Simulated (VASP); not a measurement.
Set up this calculation in VASP 6.6.1, as the native input.

```yaml
Task: single point
Functional: LDA
Potentials_or_basis: VASP PAW LDA potentials, release 64 (Ca_sv)
Cutoff: 520 eV
k_mesh: 4 × 4 × 4
Occupations: methfessel-paxton, width 0.05 eV
Spin: no spin polarisation
Dipole_correction: no
Further_INCAR_settings: ALGO = Normal; EDIFF = 1e-07; NBANDS = 28
```

The structure of Ca lies in POSCAR:

```
Ca
1.0
    5.3439958799      0.0000000000      0.0000000000
    0.0000000000      5.3439958799      0.0000000000
    0.0000000000      0.0000000000      5.3439958799
Ca
4
Direct
    0.0000000000      0.0000000000      0.0000000000
    0.0000000000      0.5000000000      0.5000000000
    0.5000000000      0.0000000000      0.5000000000
    0.5000000000      0.5000000000      0.0000000000
```

These files were run (other wordings do the same):

INCAR

```
  ALGO = Normal
  EDIFF = 1E-7
  ENCUT = 520
  GGA = CA
  ISIF = 2
  ISMEAR = 1
  LASPH = True
  LCHARG = False
  LREAL = False
  LWAVE = False
  NBANDS = 28
  NELM = 100
  PREC = Accurate
  SIGMA = 0.05
```

KPOINTS

```
k-points
0
Gamma
  4 4 4
```

Potentials or basis: VASP PAW LDA potentials, release 64 (Ca_sv).

Command:

```sh
$ cat potpaw_LDA.64/Ca_sv/POTCAR > POTCAR
$ mpirun -np 1 vasp_std > vasp.out
```

Results of the run:

```
Pressure               : -0.1 GPa
Band gap on the k mesh : zero (band 20 reaches 2.31 eV, above the bottom of band 21 at 2.18 eV)
```

Wall time 27 s on 1 thread of Intel(R) Xeon(R) Platinum 8375C CPU @ 2.90GHz (Ice Lake) (shared host), peak memory 0.2 GiB.
